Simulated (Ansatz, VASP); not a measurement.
# Two plane-wave programs on ZrN

The input INCAR:

```
  PREC = Accurate
  ENCUT = 520
  EDIFF = 1E-8
  ISMEAR = -1
  SIGMA = 0.03
  LREAL = F
  LASPH = T
  NELM = 120
  ALGO = Normal
  ISIF = 2
  LWAVE = F
  LCHARG = F
  LEFG = T
  NBANDS = 16
  GGA_COMPAT = F
```

Contents of KPOINTS:

```
Automatic mesh
0
Gamma
  9 9 9
```

The input POSCAR:

```
ZrN
1.0
    0.0000000000      2.3290301974      2.3290301974
    2.3290301974      0.0000000000      2.3290301974
    2.3290301974      2.3290301974      0.0000000000
Zr N
1 1
Direct
    0.0000000000      0.0000000000      0.0000000000
    0.5000000000      0.5000000000      0.5000000000
```

Input for Ansatz:

```yaml
crystal:
  lattice:
    - [0.0, 2.3290301974, 2.3290301974]
    - [2.3290301974, 0.0, 2.3290301974]
    - [2.3290301974, 2.3290301974, 0.0]
  atoms:
    - { symbol: Zr, position: [0.0, 0.0, 0.0] }
    - { symbol: "N", position: [0.5, 0.5, 0.5] }
kpoints:
  mp_grid: { grid: [9, 9, 9] }
scf:
  occupations: { method: fermi_dirac, width: 0.03 }
hamiltonian:
  xc: lda
  pseudopotentials: { kind: paw }
output:
  forces: true
  stress: true
  eigenvalues: true
  efg: { contact_densities: true }
```

Change from the starting cell: volume scaled by 1.06, PAW files.

Alike in both runs: task electric field gradients; functional LDA; k mesh 9 × 9 × 9; occupations fermi-dirac, width 0.03 eV; no spin polarisation.

```csv
,VASP,Ansatz
version,VASP 6.6.1,Ansatz 0.2.0
potentials or method,"VASP PAW LDA potentials, release 64 (Zr_sv, N)","PAW with Ansatz's default frozen-core files, scalar-relativistic"
plane-wave cutoff (eV),520,420
valence electrons in the cell,17,17
```

```tsv
	VASP	Ansatz	Ansatz less VASP
pressure (GPa)	-19.9	-20.5	-0.61
```

LDA's correlation is that of Perdew and Zunger in VASP and of Perdew and Wang (1992) in Ansatz.
